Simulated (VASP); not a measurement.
# WSe2: single point with LDA+U

WSe2:

```
W Se
1.0
     3.29000    0.00000    0.00000
    -1.64500    2.84922    0.00000
     0.00000    0.00000   12.97000
W Se
2 4
Direct
  0.33333 0.66667 0.25000
  0.66667 0.33333 0.75000
  0.33333 0.66667 0.62100
  0.66667 0.33333 0.12100
  0.33333 0.66667 0.87900
  0.66667 0.33333 0.37900
```

```yaml
Program: VASP 6.6.1
Task: single point
Functional: LDA
Potentials_or_basis: VASP PAW LDA potentials, release 64 (W_sv, Se)
Cutoff: 520 eV
k_mesh: 7 × 7 × 2
Occupations: gaussian, width 0.05 eV
Spin: collinear spin
Starting_moments: "[2.0, 2.0, 0.0, 0.0, 0.0, 0.0] μB"
Hubbard_terms: W d U = 8.0 eV, J = 0.9 eV
Dipole_correction: no
LDAUTYPE: 1
Hund's_J: 0.9
Further_INCAR_settings: ALGO = Normal; EDIFF = 1e-07; NBANDS = 39
```

```yaml
Pressure: 1.7 GPa
Largest_force: 0.363 eV/Å
Band_gap_on_the_k_mesh: 1.06 eV (least direct gap 1.91 eV)
Net_moment: 0.00 μB per cell
Valence_electrons_inside_the_program's_atomic_spheres: W 11.84; Se 3.93
```

Forces in eV/Å, atoms in the order of the input:
```
W    0.000  0.000  0.000
W    0.000  0.000  0.000
Se   0.000  0.000 -0.363
Se   0.000  0.000 -0.363
Se   0.000  0.000  0.363
Se   0.000  0.000  0.363
```

Stress tensor (GPa, compression positive):
```
1.14 0.00 0.00
0.00 1.14 0.00
0.00 0.00 2.72
```

Levels at points of the mesh, in eV from the valence-band top:
Spin up:
| k point | band 22 | band 23 | band 24 | band 25 | band 26 | band 27 | band 28 | band 29 | band 30 | band 31 |
| --- | --- | --- | --- | --- | --- | --- | --- | --- | --- | --- |
| (0.00, 0.00, 0.00) | -1.40 | -1.40 | -1.18 | -1.14 | 0.00 | 2.66 | 2.66 | 2.70 | 2.70 | 2.70 |
| (0.00, 0.00, 0.50) | -1.43 | -1.43 | -1.43 | -0.23 | -0.23 | 2.66 | 2.66 | 2.66 | 2.66 | 2.82 |
Spin down:
```csv
k point,band 24,band 25,band 26,band 27,band 28,band 29
"(0.00, 0.00, 0.00)",-1.18,-1.14,0.00,2.66,2.66,2.70
"(0.00, 0.00, 0.50)",-1.43,-0.23,-0.23,2.66,2.66,2.66
```

Eigenvalues of the final occupation matrices:
```csv
site,spin,trace,eigenvalues
site 1 d,1,1.63,0.31 0.31 0.32 0.32 0.35
site 1 d,2,1.63,0.31 0.31 0.32 0.32 0.35
site 2 d,1,1.63,0.31 0.31 0.32 0.32 0.35
site 2 d,2,1.63,0.31 0.31 0.32 0.32 0.35
```

Wall time 3.3 min on 1 thread of Intel Xeon 8259CL, on a shared host, peak memory 0.27 GiB.

Caveat: spin-orbit coupling is left out, which moves the levels of the heavy elements; an odd mesh through Γ misses points on the zone boundary, where band edges can lie.
